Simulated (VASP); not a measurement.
# Li3Au (I4/mmm) in VASP: notebook

The runs below take Li3Au through single point, with LDA.

Program: VASP 6.6.1. These are calculated values, not measurements. Logs are shortened: lines on timing, memory, paths and dates and some standing lists are left out, and cuts for length are marked.

### 1 The cell of the first run

It takes space group I4/mmm (No. 139, tetragonal). The conventional cell has a = 3.941 Å, b = 3.941 Å, c = 7.394 Å, α = 90.00°, β = 90.00°, γ = 90.00°. Li (site symmetry -4m2) has 10 Li at 2.70 to 3.70 Å and 4 Au at 2.70 Å within 3.7 Å. Li (site symmetry 4/mmm) has 8 Li at 2.70 Å and 6 Au at 2.79 to 3.70 Å within 3.7 Å. Au (site symmetry 4/mmm) has 14 Li at 2.70 to 3.70 Å within 3.7 Å.

### 2 Single point, LDA

Input file INCAR:

```
SYSTEM = Li3Au
PREC = Accurate ; ENCUT = 520
EDIFF = 1E-7 ; ISMEAR = -1
SIGMA = 0.1 ; LREAL = .FALSE.
LASPH = .TRUE. ; NELM = 80
ALGO = Normal ; ISIF = 2
LWAVE = .FALSE. ; LCHARG = .TRUE.
GGA = CA ; LELF = .TRUE.
LVHAR = .TRUE. ; NBANDS = 18
```

Input file KPOINTS:

```
regular mesh
0
G
  8 8 8
  0 0 0
```

Input file POSCAR:

```
Li3Au
1.0
   -1.9705155365      1.9705155365      3.6968801549
    1.9705155365     -1.9705155365      3.6968801549
    1.9705155365      1.9705155365     -3.6968801549
Li Au
3 1
Direct
    0.7500000000      0.2500000000      0.5000000000
    0.2500000000      0.7500000000      0.5000000000
    0.5000000000      0.5000000000      0.0000000000
    0.0000000000      0.0000000000      0.0000000000
```

Potentials or basis: VASP PAW LDA potentials, release 64 (Li_sv, Au).

Command:

```console
$ cat potpaw_LDA.64/Li_sv/POTCAR potpaw_LDA.64/Au/POTCAR > POTCAR
$ mpirun -np 1 vasp_std > vasp.out
```

OUTCAR:

```text
SYSTEM = Li3Au
   PREC = Accurate
   ENCUT = 520
   EDIFF = 1E-7
   ISMEAR = -1
   LREAL = .FALSE.
   LASPH = .TRUE.
   NELM = 80
   ISIF = 2
   GGA = CA

 ion  position               nearest neighbor table
   1  0.750  0.250  0.500-   4 2.70   4 2.70   4 2.70   4 2.70
   2  0.250  0.750  0.500-   4 2.70   4 2.70   4 2.70   4 2.70
   3  0.500  0.500  0.000-   4 2.79   4 2.79   4 2.79   4 2.79
   4  0.000  0.000  0.000-   1 2.70   2 2.70   1 2.70   2 2.70   1 2.70   2 2.70   1 2.70   2 2.70
                             3 2.79   3 2.79   3 2.79   3 2.79

  LATTYP: Found a body centered tetragonal cell.
 ALAT       =     3.9410310730
 C/A-ratio  =     1.8760979482

  Lattice vectors:

 A1 = (  -1.9705155365,   1.9705155365,   3.6968801549)
 A2 = (   1.9705155365,  -1.9705155365,   3.6968801549)
 A3 = (   1.9705155365,   1.9705155365,  -3.6968801549)

Analysis of symmetry for initial positions (statically):
=====================================================================
 Subroutine PRICEL returns:
 Original cell was already a primitive cell.

 Routine SETGRP: Setting up the symmetry group for a
 body centered tetragonal supercell.

 Subroutine GETGRP returns: Found 16 space group operations
 (whereof 16 operations were pure point group operations)
 out of a pool of 16 trial point group operations.

The static configuration has the point symmetry D_4h.

Analysis of symmetry for dynamics (positions and initial velocities):
=====================================================================
 Subroutine PRICEL returns:
 Original cell was already a primitive cell.

 Routine SETGRP: Setting up the symmetry group for a
 body centered tetragonal supercell.

 Subroutine GETGRP returns: Found 16 space group operations
 (whereof 16 operations were pure point group operations)
 out of a pool of 16 trial point group operations.

The dynamic configuration has the point symmetry D_4h.

 Subroutine INISYM returns: Found 16 space group operations
 (whereof 16 operations are pure point group operations),
 and found     1 'primitive' translations

----------------------------------------------------------------------------------------

                                     Primitive cell

  volume of cell :      57.4189

  direct lattice vectors                    reciprocal lattice vectors
    -1.970515536  1.970515536  3.696880155     0.000000000  0.253740704  0.135249177
     1.970515536 -1.970515536  3.696880155     0.253740704  0.000000000  0.135249177
     1.970515536  1.970515536 -3.696880155     0.253740704  0.253740704  0.000000000

  length of vectors
     4.629555685  4.629555685  4.629555685     0.287535537  0.287535537  0.358843545

  position of ions in fractional coordinates (direct lattice)
     0.750000000  0.250000000  0.500000000
     0.250000000  0.750000000  0.500000000
     0.500000000  0.500000000  0.000000000
     0.000000000  0.000000000  0.000000000

  ion indices of the primitive-cell ions
   primitive index   ion index
                 1           1
                 2           2
                 3           3
                 4           4

----------------------------------------------------------------------------------------

 KPOINTS: regular mesh

Automatic generation of k-mesh.
 Grid dimensions read from file:
 generate k-points for:    8    8    8

 Generating k-lattice:

  Cartesian coordinates                     Fractional coordinates (reciprocal lattice)
     0.000000000  0.031717588  0.016906147     0.125000000  0.000000000  0.000000000
     0.031717588  0.000000000  0.016906147     0.000000000  0.125000000  0.000000000
     0.031717588  0.031717588  0.000000000     0.000000000  0.000000000  0.125000000

  Length of vectors
     0.035941942  0.035941942  0.044855443

  Shift w.r.t. Gamma in fractional coordinates (k-lattice)
     0.000000000  0.000000000  0.000000000

 Subroutine IBZKPT returns following result:
 ===========================================

 Found     59 irreducible k-points:

 Following reciprocal coordinates:
            Coordinates               Weight
  0.000000  0.000000  0.000000      1.000000
  0.125000  0.000000  0.000000      8.000000
  0.250000  0.000000  0.000000      8.000000
  0.375000  0.000000  0.000000      8.000000
  0.500000  0.000000  0.000000      4.000000
  0.125000  0.125000  0.000000      8.000000
[... 16 lines left out ...]
  0.250000  0.125000  0.125000     16.000000
  0.375000  0.125000  0.125000      8.000000
 [... further k-points ...]
   k-points           NKPTS =     59   k-points in BZ     NKDIM =     59   number of bands    NBANDS=     18
   number of dos      NEDOS =    301   number of ions     NIONS =      4
   total plane-waves  NPLWV =  46656
   dimension x,y,z NGX =    36 NGY =   36 NGZ =   36
   dimension x,y,z NGXF=    72 NGYF=   72 NGZF=   72
   ions per type =               3   1
   NGX,Y,Z   is equivalent  to a cutoff of  12.93, 12.93, 12.93 a.u.
   NGXF,Y,Z  is equivalent  to a cutoff of  25.85, 25.85, 25.85 a.u.
 SYSTEM =  Li3Au
   PREC   = accura    normal or accurate (medium, high low for compatibility)
   ISTART =      0    job   : 0-new  1-cont  2-samecut
   ICHARG =      2    charge: 1-file 2-atom 10-const
   ISPIN  =      1    spin polarized calculation?
   LNONCOLLINEAR =      F non collinear calculations
   LSORBIT =      F    spin-orbit coupling
   LASPH  =      T    aspherical Exc in radial PAW
   ENCUT  =  520.0 eV  38.22 Ry    6.18 a.u.   8.61  8.61  8.61*2*pi/ulx,y,z
   NELM   =     80;   NELMIN=  2; NELMDL= -5     # of ELM steps
   EDIFF  = 0.1E-06   stopping-criterion for ELM
   LREAL  =      F    real-space projection
   EDIFFG = 0.1E-05   stopping-criterion for IOM
   NSW    =      0    number of steps for IOM
   IBRION =     -1    ionic relax: 0-MD 1-quasi-New 2-CG
   NFREE  =      0    steps in history (QN), initial steepest desc. (CG)
   ISIF   =      2    stress and relaxation
   ISYM   =      2    0-nonsym 1-usesym 2-fastsym
   POTIM  = 0.5000    time-step for ionic-motion
   TEBEG  =    0.0;   TEEND  =   0.0 temperature during run
   PSTRESS=    0.0 pullay stress
   NELECT =      20.0000    total number of electrons
   NUPDOWN=      -1.0000    fix difference up-down
   EMIN   =  10.00;   EMAX   =-10.00  energy-range for DOS
   EFERMI =   0.00;   METHOD = LEGACY
   ISMEAR =    -1;   SIGMA  =   0.10  broadening in eV -4-tet -1-fermi 0-gaus
   EFERMI_NEDOS =   21; number of points for ismear=-14 and -15
   IALGO  =     38    algorithm
   IMIX   =      4    mixing-type and parameters
     AMIX     =   0.40;   BMIX     =  1.00
     AMIX_MAG =   1.60;   BMIX_MAG =  1.00
  volume/ion in A,a.u.               =      14.35        96.87
  Fermi-wavevector in a.u.,A,eV,Ry     =   1.151860  2.176700 18.051966  1.326782
  Thomas-Fermi vector in A             =   2.288515
   LORBIT       =      0    0 simple, 1 ext, 2 COOP (PROOUT), +10 PAW based schemes
   GGA     = CA    functional components
   LHFCALC =     F    Hartree Fock is set to
   AEXX    =    0.0000 exact exchange contribution
   IVDW    =     0    specifies the selected vdW correction
   LEPSILON=     F    determine dielectric tensor
   LRPA    =     F    only Hartree local field effects (RPA)
 non-spin polarized calculation
  energy-cutoff  :      520.00
  volume of cell :       57.42
 maximum number of plane-waves:      1577
 NGX is ok and might be reduce to    36
   NGX = 17   NGY = 17   NGZ = 17

 number of electron      19.9999987 magnetization

 Free energy of the ion-electron system (eV)
  ---------------------------------------------------
  ext. energy  EPLUGINS =         0.00000000
  ---------------------------------------------------
  free energy    TOTEN  =       -12.20451901 eV

  energy without entropy =      -12.15548828  energy(sigma->0) =      -12.18000365

 E-fermi :   4.0757     XC(G=0):  -9.6833

 val. band max:        4.0610088679   @ k =  -0.3750   0.2500   0.0000
 cond. band min:       4.0827593563   @ k =  -0.3750   0.5000   0.2500
 fundamental gap:      0.0217504884
 Fermi energy:         4.0757010983

 k-point     1 :       0.0000    0.0000    0.0000
  band No.  band energies     occupation
      1     -41.0257      2.00000
      2     -40.7557      2.00000
      3     -40.7201      2.00000
      4      -2.1279      2.00000
      5      -0.7398      2.00000
      6      -0.4544      2.00000
[... 10 lines left out ...]
     17      11.7751      0.00000
     18      14.0542      0.00000

 k-point     2 :       0.1250    0.0000    0.0000
  band No.  band energies     occupation
      1     -41.0250      2.00000
      2     -40.7547      2.00000
      3     -40.7216      2.00000
      4      -1.9823      2.00000
      5      -0.6934      2.00000
      6      -0.4875      2.00000
[... 10 lines left out ...]
     17      12.6591      0.00000
     18      13.2865      0.00000

 k-point     3 :       0.2500    0.0000    0.0000
  band No.  band energies     occupation
      1     -41.0233      2.00000
      2     -40.7515      2.00000
      3     -40.7259      2.00000
      4      -1.6082      2.00000
      5      -0.6349      2.00000
      6      -0.4893      2.00000
[... 10 lines left out ...]
     17      13.0269      0.00000
     18      13.3956      0.00000

 k-point     4 :       0.3750    0.0000    0.0000
  band No.  band energies     occupation
      1     -41.0217      2.00000
      2     -40.7463      2.00000
      3     -40.7322      2.00000
      4      -1.2645      2.00000
      5      -0.7183      2.00000
      6      -0.4039      2.00000
[... 10 lines left out ...]
     17      13.0136      0.00000
     18      14.7595      0.00000

 k-point     5 :       0.5000    0.0000    0.0000
  band No.  band energies     occupation
      1     -41.0210      2.00000
      2     -40.7403      2.00000
      3     -40.7386      2.00000
      4      -1.1638      2.00000
      5      -0.7564      2.00000
      6      -0.4409      2.00000
[... 10 lines left out ...]
     17      14.4746      0.00000
     18      15.6019      0.00000

 k-point     6 :       0.1250    0.1250    0.0000
  band No.  band energies     occupation
      1     -41.0240      2.00000
      2     -40.7539      2.00000
      3     -40.7230      2.00000
      4      -1.7769      2.00000
      5      -0.6382      2.00000
      6      -0.4874      2.00000
[... 10 lines left out ...]
     17      12.9426      0.00000
     18      13.6947      0.00000

 k-point     7 :       0.2500    0.1250    0.0000
  band No.  band energies     occupation
      1     -41.0224      2.00000
      2     -40.7510      2.00000
      3     -40.7270      2.00000
      4      -1.3553      2.00000
      5      -0.5975      2.00000
      6      -0.4357      2.00000
[... 10 lines left out ...]
     17      13.7705      0.00000
     18      15.1464      0.00000

 k-point     8 :       0.3750    0.1250   -0.0000
  band No.  band energies     occupation
      1     -41.0211      2.00000
      2     -40.7461      2.00000
      3     -40.7328      2.00000
      4      -1.0512      2.00000
      5      -0.6728      2.00000
      6      -0.4427      2.00000
[... 10 lines left out ...]
     17      14.1330      0.00000
     18      15.6618      0.00000
[... 229 lines left out ...]
     17      14.8196      0.00000
     18      16.5596      0.00000

 k-point    20 :      -0.3750    0.3750    0.0000
  band No.  band energies     occupation
      1     -41.0203      2.00000
      2     -40.7423      2.00000
      3     -40.7366      2.00000
      4      -0.8919      2.00000
      5      -0.5469      2.00000
      6      -0.3913      2.00000
[... 10 lines left out ...]
     17      15.0928      0.00000
     18      16.3559      0.00000

 k-point    21 :       0.5000    0.5000    0.0000
  band No.  band energies     occupation
      1     -41.0196      2.00000
      2     -40.7400      2.00000
      3     -40.7395      2.00000
      4      -0.9182      2.00000
      5      -0.5628      2.00000
      6      -0.3396      2.00000
[... 10 lines left out ...]
     17      14.7822      0.00000
     18      16.1017      0.00000

 k-point    22 :       0.1250    0.1250    0.1250
  band No.  band energies     occupation
      1     -41.0221      2.00000
      2     -40.7482      2.00000
      3     -40.7299      2.00000
      4      -1.1368      2.00000
      5      -0.4894      2.00000
      6      -0.4725      2.00000
[... 10 lines left out ...]
     17      14.5459      0.00000
     18      15.1989      0.00000

 k-point    23 :       0.2500    0.1250    0.1250
  band No.  band energies     occupation
      1     -41.0208      2.00000
      2     -40.7445      2.00000
      3     -40.7344      2.00000
      4      -0.8165      2.00000
      5      -0.5536      2.00000
      6      -0.4218      2.00000
[... 10 lines left out ...]
     17      14.7640      0.00000
     18      16.0305      0.00000

 k-point    24 :       0.3750    0.1250    0.1250
  band No.  band energies     occupation
      1     -41.0203      2.00000
      2     -40.7400      2.00000
      3     -40.7392      2.00000
      4      -0.7624      2.00000
      5      -0.5842      2.00000
      6      -0.3965      2.00000
[... 10 lines left out ...]
     17      15.0193      0.00000
     18      16.2981      0.00000

 [... further k-points ...]

------------------------ aborting loop because EDIFF is reached ----------------------------------------

  FORCE on cell =-STRESS in cart. coord.  units (eV):
  Direction    XX          YY          ZZ          XY          YZ          ZX
  --------------------------------------------------------------------------------------
  -------------------------------------------------------------------------------------
  Total       -0.0972289     -0.0972289     -0.3621345      0.0000000     -0.0000000      0.0000000
  in kB       -2.7130065     -2.7130065    -10.1047453      0.0000000     -0.0000000      0.0000000
  external PRESSURE =      -5.1769194 kB  Pullay stress =       0.0000000 kB

 VOLUME and BASIS-vectors are now :
 -----------------------------------------------------------------------------
  energy-cutoff  :      520.00
  volume of cell :       57.42
      direct lattice vectors                 reciprocal lattice vectors
    -1.970515536  1.970515536  3.696880155     0.000000000  0.253740704  0.135249177
     1.970515536 -1.970515536  3.696880155     0.253740704  0.000000000  0.135249177
     1.970515536  1.970515536 -3.696880155     0.253740704  0.253740704  0.000000000

 POSITION                                       TOTAL-FORCE (eV/Angst)
 -----------------------------------------------------------------------------------
     -0.00000      1.97052      1.84844         0.000000      0.000000     -0.000000
      1.97052     -0.00000      1.84844         0.000000     -0.000000     -0.000000
      0.00000      0.00000      3.69688        -0.000000      0.000000      0.000000
      0.00000      0.00000      0.00000        -0.000000      0.000000      0.000000
 -----------------------------------------------------------------------------------
    total drift:                                0.000000      0.000000      0.000000

  FREE ENERGIE OF THE ION-ELECTRON SYSTEM (eV)
  ---------------------------------------------------
  free  energy   TOTEN  =       -12.2045190132 eV

  energy  without entropy=      -12.1554882845  energy(sigma->0) =      -12.18000365
```

Run time: 1.7 min. Hardware: 1 thread of AMD EPYC 7R43 (Zen 3), shared host; peak memory 0.17 GiB.

What came out:

| Quantity | Value |
| --- | --- |
| Free energy | -12.2045 eV |
| Band gap on the k mesh | zero (bands 10 and 11 overlap by 3.57 eV) |

Caveat: the cutoff is under 1.25 times the usual one of these potentials, so pressure, stress and relaxed cells hold a basis-set (Pulay) error; spin-orbit coupling is left out, which moves the levels of the heavy elements.

(Continued in part 2 of 3.)
